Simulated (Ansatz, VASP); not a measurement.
CaSe: VASP beside Ansatz

Contents of INCAR:

```
SYSTEM = CaSe
PREC = Accurate
ENCUT = 520
EDIFF = 1E-6
ISMEAR = -1
SIGMA = 0.02
LREAL = .FALSE.
LASPH = .TRUE.
NELM = 80
ALGO = Normal
ISIF = 2
LWAVE = .FALSE.
LCHARG = .FALSE.
GGA = PE
NBANDS = 15
```

File KPOINTS:

```
Automatic mesh
0
G
  8 8 8
  0 0 0
```

The input POSCAR:

```
CaSe
1.0
    3.6889428692      0.0541582902      0.0541582902
    0.0541582902      3.6889428692      0.0541582902
    0.0541582902      0.0541582902      3.6889428692
Ca Se
1 1
Direct
    0.0000000000      0.0000000000      0.0000000000
    0.5000000000      0.5000000000      0.5000000000
```

Input for Ansatz:

```yaml
crystal:
  lattice:
    - [3.6889428692, 0.0541582902, 0.0541582902]
    - [0.0541582902, 3.6889428692, 0.0541582902]
    - [0.0541582902, 0.0541582902, 3.6889428692]
  atoms:
    - { symbol: Ca, position: [0.0, 0.0, 0.0] }
    - { symbol: Se, position: [0.5, 0.5, 0.5] }
kpoints:
  mp_grid: { grid: [8, 8, 8] }
  band_path:
    path: [[0.0, 0.0, 0.0], [0.0, 0.5, 0.0], [0.5, 0.5, 0.0], [0.5, 0.5, 0.5]]
    npoints: 1
hamiltonian:
  xc: pbe
scf:
  occupations: { method: fermi_dirac, width: 0.02 }
  n_extra_bands: 4
output:
  forces: true
  stress: true
  eigenvalues: true
```

Change from the starting cell: shear_111 strain +4.5%.

Alike in both runs: task single point; functional PBE; k mesh 8 × 8 × 8; occupations fermi-dirac, width 0.02 eV; no spin polarisation.

|  | VASP | Ansatz |
| --- | --- | --- |
| version | VASP 6.6.1 | Ansatz 0.2.0 |
| potentials or method | VASP PAW PBE potentials, release 64 (Ca_sv, Se) | plane waves, PAW |
| plane-wave cutoff (eV) | 520 | 420 |
| valence electrons in the cell | 16 | 26 |

|  | VASP | Ansatz | Ansatz less VASP |
| --- | --- | --- | --- |
| gap on the k mesh at the Fermi level (eV) | 0.84 | 0.85 | +0.007 |
| pressure (GPa) | -1.3 | -1.4 | -0.13 |
| traceless stress, the component that is largest in VASP (GPa) | 0.19 | 0.20 | +0.009 |

With one functional, cell and mesh, what is left measures potentials, basis and numerics. VASP's potentials hold 16 valence electrons a cell and Ansatz's 26, so a difference there can come from the potentials and not from the codes.
